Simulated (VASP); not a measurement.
# CClH3 in VASP: further runs

Runs on CClH3. Level: PBE+D3(BJ). Tasks: single point, relaxation of the atoms.

Program: VASP 6.6.1. These are calculated values, not measurements. Logs are shortened: lines on timing, memory, paths and dates and some standing lists are left out, and cuts for length are marked.

### 1 The cell of the first run

The cell holds a molecule in a box, 5 atoms: a = 14.000 Å, b = 14.500 Å, c = 15.000 Å, α = 90.00°, β = 90.00°, γ = 90.00°.

### 2 Single point, PBE+D3(BJ)

INCAR

```
SYSTEM = H3CCl
PREC = Accurate ; ENCUT = 520
EDIFF = 1E-6 ; ISMEAR = 0
SIGMA = 0.005 ; LREAL = .False.
LASPH = .True. ; NELM = 60
ALGO = Normal ; ISIF = 2
LWAVE = .False. ; LCHARG = .True.
GGA = PE ; IVDW = 12
LELF = .True. ; LVHAR = .True.
ISYM = 0 ; NBANDS = 15
```

KPOINTS

```
Automatic mesh
0
Gamma
  1 1 1
  0 0 0
```

POSCAR

```
H3CCl
1.0
   14.0000000000      0.0000000000      0.0000000000
    0.0000000000     14.5000000000      0.0000000000
    0.0000000000      0.0000000000     15.0000000000
C Cl H
1 1 3
Direct
    0.4511320711      0.4876723674      0.4963336240
    0.5787486387      0.4946441191      0.4987464036
    0.4301750839      0.4431264737      0.4408713396
    0.4266864124      0.4586791225      0.5596328595
    0.4224891220      0.5571670388      0.4870961597
```

Potentials or basis: VASP PAW PBE potentials, release 64 (C, Cl, H).

The run is started by

```
$ cat potpaw_PBE.64/C/POTCAR potpaw_PBE.64/Cl/POTCAR potpaw_PBE.64/H/POTCAR > POTCAR
$ mpirun -np 1 vasp_gam > vasp.out
```

OUTCAR:

```text
SYSTEM = H3CCl
   PREC = Accurate
   ENCUT = 520
   EDIFF = 1E-6
   ISMEAR = 0
   LREAL = .False.
   LASPH = .True.
   NELM = 60
   ISIF = 2
   GGA = PE
   IVDW = 12
   ISYM = 0
 IVDW          = 12

 ion  position               nearest neighbor table
   1  0.451  0.488  0.496-   4 1.09   3 1.09   5 1.09   2 1.79
   2  0.579  0.495  0.499-   1 1.79
   3  0.430  0.443  0.441-   1 1.09
   4  0.427  0.459  0.560-   1 1.09
   5  0.422  0.557  0.487-   1 1.09

IMPORTANT INFORMATION: All symmetrisations will be switched off!
NOSYMM: (Re-)initialisation of all symmetry stuff for point group C_1.

----------------------------------------------------------------------------------------

                                     Primitive cell

  volume of cell :    3045.0000

  direct lattice vectors                    reciprocal lattice vectors
    14.000000000  0.000000000  0.000000000     0.071428571  0.000000000  0.000000000
     0.000000000 14.500000000  0.000000000     0.000000000  0.068965517  0.000000000
     0.000000000  0.000000000 15.000000000     0.000000000  0.000000000  0.066666667

  length of vectors
    14.000000000 14.500000000 15.000000000     0.071428571  0.068965517  0.066666667

  position of ions in fractional coordinates (direct lattice)
     0.451132071  0.487672367  0.496333624
     0.578748639  0.494644119  0.498746404
     0.430175084  0.443126474  0.440871340
     0.426686412  0.458679123  0.559632859
     0.422489122  0.557167039  0.487096160

  ion indices of the primitive-cell ions
   primitive index   ion index
                 1           1
                 2           2
                 3           3
                 4           4
                 5           5

----------------------------------------------------------------------------------------

 KPOINTS: Automatic mesh

Automatic generation of k-mesh.
 Grid dimensions read from file:
 generate k-points for:    1    1    1

 Generating k-lattice:

  Cartesian coordinates                     Fractional coordinates (reciprocal lattice)
     0.071428571  0.000000000  0.000000000     1.000000000  0.000000000  0.000000000
     0.000000000  0.068965517  0.000000000     0.000000000  1.000000000  0.000000000
     0.000000000  0.000000000  0.066666667     0.000000000  0.000000000  1.000000000

  Length of vectors
     0.071428571  0.068965517  0.066666667

  Shift w.r.t. Gamma in fractional coordinates (k-lattice)
     0.000000000  0.000000000  0.000000000

 Subroutine IBZKPT returns following result:
 ===========================================

 Found      1 irreducible k-points:

 Following reciprocal coordinates:
            Coordinates               Weight
  0.000000  0.000000  0.000000      1.000000
   k-points           NKPTS =      1   k-points in BZ     NKDIM =      1   number of bands    NBANDS=     15
   number of dos      NEDOS =    301   number of ions     NIONS =      5
   total plane-waves  NPLWV = ******
   dimension x,y,z NGX =   108 NGY =  108 NGZ =  112
   dimension x,y,z NGXF=   216 NGYF=  216 NGZF=  224
   ions per type =               1   1   3
   NGX,Y,Z   is equivalent  to a cutoff of  12.82, 12.38, 12.41 a.u.
   NGXF,Y,Z  is equivalent  to a cutoff of  25.65, 24.76, 24.83 a.u.
 SYSTEM =  H3CCl
   PREC   = accura    normal or accurate (medium, high low for compatibility)
   ISTART =      0    job   : 0-new  1-cont  2-samecut
   ICHARG =      2    charge: 1-file 2-atom 10-const
   ISPIN  =      1    spin polarized calculation?
   LNONCOLLINEAR =      F non collinear calculations
   LSORBIT =      F    spin-orbit coupling
   LASPH  =      T    aspherical Exc in radial PAW
   ENCUT  =  520.0 eV  38.22 Ry    6.18 a.u.  26.03 26.96 27.89*2*pi/ulx,y,z
   NELM   =     60;   NELMIN=  2; NELMDL= -5     # of ELM steps
   EDIFF  = 0.1E-05   stopping-criterion for ELM
   LREAL  =      F    real-space projection
   EDIFFG = 0.1E-04   stopping-criterion for IOM
   NSW    =      0    number of steps for IOM
   IBRION =     -1    ionic relax: 0-MD 1-quasi-New 2-CG
   NFREE  =      0    steps in history (QN), initial steepest desc. (CG)
   ISIF   =      2    stress and relaxation
   ISYM   =      0    0-nonsym 1-usesym 2-fastsym
   POTIM  = 0.5000    time-step for ionic-motion
   TEBEG  =    0.0;   TEEND  =   0.0 temperature during run
   PSTRESS=    0.0 pullay stress
   NELECT =      14.0000    total number of electrons
   NUPDOWN=      -1.0000    fix difference up-down
   EMIN   =  10.00;   EMAX   =-10.00  energy-range for DOS
   EFERMI =   0.00;   METHOD = LEGACY
   ISMEAR =     0;   SIGMA  =   0.01  broadening in eV -4-tet -1-fermi 0-gaus
   EFERMI_NEDOS =   21; number of points for ismear=-14 and -15
   IALGO  =     38    algorithm
   IMIX   =      4    mixing-type and parameters
     AMIX     =   0.40;   BMIX     =  1.00
     AMIX_MAG =   1.60;   BMIX_MAG =  1.00
  volume/ion in A,a.u.               =     609.00      4109.73
  Fermi-wavevector in a.u.,A,eV,Ry     =   0.272221  0.514423  1.008250  0.074104
  Thomas-Fermi vector in A             =   1.112538
   LORBIT       =      0    0 simple, 1 ext, 2 COOP (PROOUT), +10 PAW based schemes
   GGA     = PE    functional components
   LHFCALC =     F    Hartree Fock is set to
   AEXX    =    0.0000 exact exchange contribution
   IVDW    =    12    specifies the selected vdW correction
   LEPSILON=     F    determine dielectric tensor
   LRPA    =     F    only Hartree local field effects (RPA)
 non-spin polarized calculation
 Gauss-broadening in eV      SIGMA  =   0.01
  energy-cutoff  :      520.00
  volume of cell :     3045.00
 maximum number of plane-waves:     40942
 NGX is ok and might be reduce to   108
   NGX = 53   NGY = 53   NGZ = 55

 number of electron      14.0000000 magnetization

 Free energy of the ion-electron system (eV)
  ---------------------------------------------------
  ext. energy  EPLUGINS =         0.00000000
  ---------------------------------------------------
  free energy    TOTEN  =       -22.42640892 eV

  energy without entropy =      -22.42640892  energy(sigma->0) =      -22.42640892

 E-fermi :  -6.9470     XC(G=0):  -0.3467

 val. band max:       -6.9826279625   @ k =   0.0000   0.0000   0.0000
 cond. band min:      -0.7542244934   @ k =   0.0000   0.0000   0.0000
 fundamental gap:      6.2284034690
 Fermi energy:        -6.9470197879

 k-point     1 :       0.0000    0.0000    0.0000
  band No.  band energies     occupation
      1     -21.1753      2.00000
      2     -16.6545      2.00000
      3     -10.8662      2.00000
      4     -10.8661      2.00000
      5     -10.1718      2.00000
      6      -6.9826      2.00000
      7      -6.9826      2.00000
      8      -0.7542      0.00000
      9      -0.3304      0.00000
     10       0.3202      0.00000
     11       0.4078      0.00000
     12       0.4335      0.00000
     13       0.6540      0.00000
     14       0.6774      0.00000
     15       0.7650      0.00000

------------------------ aborting loop because EDIFF is reached ----------------------------------------

 Edisp (eV)   -0.05970

 E8    (eV) :    -0.0180

  FORCE on cell =-STRESS in cart. coord.  units (eV):
  Direction    XX          YY          ZZ          XY          YZ          ZX
  --------------------------------------------------------------------------------------
  -------------------------------------------------------------------------------------
  Total      -0.21496    -0.03461    -0.03428    -0.00973    -0.00019    -0.00355
  in kB      -0.11310    -0.01821    -0.01804    -0.00512    -0.00010    -0.00187
  external pressure =       -0.05 kB  Pullay stress =        0.00 kB

 VOLUME and BASIS-vectors are now :
 -----------------------------------------------------------------------------
  energy-cutoff  :      520.00
  volume of cell :     3045.00
      direct lattice vectors                 reciprocal lattice vectors
    14.000000000  0.000000000  0.000000000     0.071428571  0.000000000  0.000000000
     0.000000000 14.500000000  0.000000000     0.000000000  0.068965517  0.000000000
     0.000000000  0.000000000 15.000000000     0.000000000  0.000000000  0.066666667

 POSITION                                       TOTAL-FORCE (eV/Angst)
 -----------------------------------------------------------------------------------
      6.31585      7.07125      7.44500         0.111660      0.006352      0.002015
      8.10248      7.17234      7.48120        -0.086520     -0.004951     -0.001802
      6.02245      6.42533      6.61307        -0.007457     -0.011369     -0.014447
      5.97361      6.65085      8.39449        -0.008376     -0.007340      0.016515
      5.91485      8.07892      7.30644        -0.009307      0.017308     -0.002281
 -----------------------------------------------------------------------------------
    total drift:                               -0.000009     -0.000040     -0.000107

  FREE ENERGIE OF THE ION-ELECTRON SYSTEM (eV)
  ---------------------------------------------------
  free  energy   TOTEN  =       -22.4861104430 eV

  energy  without entropy=      -22.4861104430  energy(sigma->0) =      -22.48611044
```

Wall time 5.7 min (1 thread of Oxide Virtual Turin-like, shared host); peak memory 1.8 GiB.

Results:

```
Free energy                     : -22.4861 eV
Largest force                   : 0.112 eV/Å
Gap between the frontier levels : 6.23 eV
Dispersion energy per atom      : -0.012 eV
```

Forces in eV/Å, atoms in the order of the input:
```
C    0.112  0.006  0.002
Cl  -0.087 -0.005 -0.002
H   -0.007 -0.011 -0.014
H   -0.008 -0.007  0.017
H   -0.009  0.017 -0.002
```

### 3 Relaxation of the atoms, PBE+D3(BJ)

INCAR

```
  PREC = Accurate
  ENCUT = 520
  EDIFF = 1E-7
  ISMEAR = 0
  SIGMA = 0.005
  LREAL = F
  LASPH = T
  NELM = 80
  ALGO = Normal
  ISIF = 2
  LWAVE = F
  LCHARG = F
  GGA = PE
  IVDW = 12
  IBRION = 2
  NSW = 100
  EDIFFG = -0.01
  ISYM = 0
```

KPOINTS

```
Automatic mesh
0
Gamma
  1 1 1
```

POSCAR

```
H3CCl
1.0
   14.0000000000      0.0000000000      0.0000000000
    0.0000000000     14.5000000000      0.0000000000
    0.0000000000      0.0000000000     15.0000000000
C Cl H
1 1 3
Direct
    0.4532239207      0.4872871768      0.4964308409
    0.5780953953      0.4945559145      0.4980593779
    0.4306507729      0.4423753717      0.4409008348
    0.4253566345      0.4594460303      0.5590991652
    0.4219046047      0.5576246283      0.4881901676
```

Potentials or basis: VASP PAW PBE potentials, release 64 (C, Cl, H).

The run is started by

```
$ cat potpaw_PBE.64/C/POTCAR potpaw_PBE.64/Cl/POTCAR potpaw_PBE.64/H/POTCAR > POTCAR
$ mpirun -np 1 vasp_gam > vasp.out
```

It took 34 min on 1 thread of Oxide Virtual Turin-like, shared host; peak memory 1.8 GiB.

Results (log left out):

```yaml
Free_energy: -22.4864 eV
Energy_gained_by_relaxing: 5.1 meV/atom
Ionic_steps: 15
Largest_force_after_relaxing: 0.003 eV/Å
Gap_between_the_frontier_levels: 6.24 eV
Dispersion_energy_per_atom: -0.012 eV
```

Forces in eV/Å, atoms in the order of the input:
```
C   -0.001 -0.002 -0.002
Cl  -0.002  0.000  0.001
H    0.000 -0.001  0.000
H    0.002  0.001  0.000
H    0.000  0.002  0.001
```

The path:
```tsv
step	energy change (eV)	largest force (eV/Å)	pressure (GPa)
1	0.0000	1.2157	0.00
2	0.0368	2.2281	0.01
3	-0.0211	0.2542	0.00
4	-0.0223	0.3783	0.00
5	-0.0230	0.1929	0.00
6	-0.0249	0.0683	-0.01
7	-0.0250	0.0645	-0.01
8	-0.0252	0.0411	0.00
9	-0.0252	0.0415	0.00
10	-0.0253	0.0664	0.00
11	-0.0253	0.0234	0.00
12	-0.0253	0.0169	0.00
13	-0.0253	0.0194	0.00
14	-0.0253	0.0108	0.00
15	-0.0253	0.0034	0.00
```

Final structure:
```
CELL_PARAMETERS angstrom
14.00000 0.00000 0.00000
0.00000 14.50000 0.00000
0.00000 0.00000 15.00000
ATOMIC_POSITIONS crystal
C 0.45132 0.48769 0.49635
Cl 0.57858 0.49463 0.49874
H 0.43018 0.44314 0.44088
H 0.42667 0.45868 0.55963
H 0.42249 0.55716 0.48708
```

Levels at points of the mesh, in eV from the valence-band top:
| k point | band 5 | band 6 | band 7 | band 8 | band 9 | band 10 |
| --- | --- | --- | --- | --- | --- | --- |
| (0.00, 0.00, 0.00) | -3.21 | 0.00 | 0.00 | 6.24 | 6.66 | 7.32 |
